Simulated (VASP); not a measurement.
Input of a VASP 6.6.1 run:

File INCAR:

```
SYSTEM = RbTaAs2
PREC = Accurate ; ENCUT = 600
EDIFF = 1E-6 ; ISMEAR = 0
SIGMA = 0.1 ; LREAL = .FALSE.
LASPH = .TRUE. ; NELM = 60
ALGO = Normal ; ISIF = 3
LWAVE = .FALSE. ; LCHARG = .FALSE.
GGA = PE ; IBRION = 2
NSW = 90 ; EDIFFG = -0.04
```

The input KPOINTS:

```
regular mesh
0
G
  4 4 2
  0 0 0
```

Contents of POSCAR:

```
RbTaAs2
1.0
    3.7943459700      0.0000000000      0.0000000000
    0.0000000000      3.7943459700      0.0000000000
    0.0000000000      0.0000000000      7.5886919400
Rb Ta As
1 1 2
Direct
    0.0000000000      0.0000000000      0.0000000000
    0.0000000000      0.0000000000      0.5000000000
    0.5000000000      0.5000000000      0.2500000000
    0.5000000000      0.5000000000      0.7500000000
```

Potentials or basis: VASP PAW PBE potentials, release 64 (Rb_sv, Ta_pv, As).

Command:

```bash
$ cat potpaw_PBE.64/Rb_sv/POTCAR potpaw_PBE.64/Ta_pv/POTCAR potpaw_PBE.64/As/POTCAR > POTCAR
$ mpirun -np 1 vasp_std > vasp.out
```

(1) Estimate the band gap on the k mesh.

(2) Estimate the relaxed volume.

Answers

(1) zero (band 15 reaches 5.26 eV, above the bottom of band 16 at 4.29 eV).

(2) 23.03 Å³/atom.

Caveat: the k points lie up to 0.47 Å⁻¹ apart in the final cell; the volume moved by over 15 % at a fixed basis, so the end points are rough; spin-orbit coupling is left out, which moves the levels of the heavy elements.
